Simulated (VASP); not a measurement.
# Na12Cl: single point with PBE

Na12Cl, a slab with vacuum:

```
Na Cl
1.0
     8.39064    0.00000    0.00000
     0.00000    8.39064    0.00000
     0.00000    0.00000   19.69532
Na Cl
12 1
Direct
  0.25000 0.25000 0.20309
  0.25000 0.75000 0.20309
  0.75000 0.25000 0.20309
  0.75000 0.75000 0.20309
  0.00000 0.00000 0.30960
  0.00000 0.50000 0.30960
  0.50000 0.00000 0.30960
  0.50000 0.50000 0.30960
  0.25000 0.25000 0.41610
  0.25000 0.75000 0.41610
  0.75000 0.25000 0.41610
  0.75000 0.75000 0.41610
  0.30000 0.50000 0.48695
```

```json
{
  "Program": "VASP 6.6.1",
  "Task": "single point",
  "Functional": "PBE",
  "Potentials or basis": "VASP PAW PBE potentials, release 64 (Na_pv, Cl)",
  "Cutoff": "520 eV",
  "k mesh": "3 × 3 × 1",
  "Occupations": "gaussian, width 0.1 eV",
  "Spin": "no spin polarisation"
}
```

```json
{"Largest force": "0.137 eV/Å", "Band gap on the k mesh": "zero (an odd number of electrons rules out a gap without spin polarisation)"}
```

Forces on the atoms (eV/Å):
```
Na  -0.003  0.012  0.046
Na  -0.003 -0.012  0.046
Na   0.002 -0.028  0.036
Na   0.002  0.028  0.036
Na  -0.013  0.000 -0.022
Na  -0.046  0.000 -0.052
Na   0.014  0.000 -0.036
Na   0.012  0.000 -0.013
Na  -0.034 -0.132  0.007
Na  -0.034  0.132  0.007
Na  -0.007 -0.020 -0.033
Na  -0.007  0.020 -0.033
Cl   0.118  0.000  0.011
```

Levels at points of the mesh, in eV from the Fermi level:
| k point | band 43 | band 44 | band 45 | band 46 | band 47 | band 48 | band 49 | band 50 |
| --- | --- | --- | --- | --- | --- | --- | --- | --- |
| (0.00, 0.00, 0.00) | -0.54 | -0.53 | -0.39 | -0.30 | 0.60 | 0.90 | 1.04 | 1.09 |

Run time: 8.8 min on 1 thread of Intel(R) Xeon(R) 6975P-C (Granite Rapids), on a shared host, peak memory 1.2 GiB.
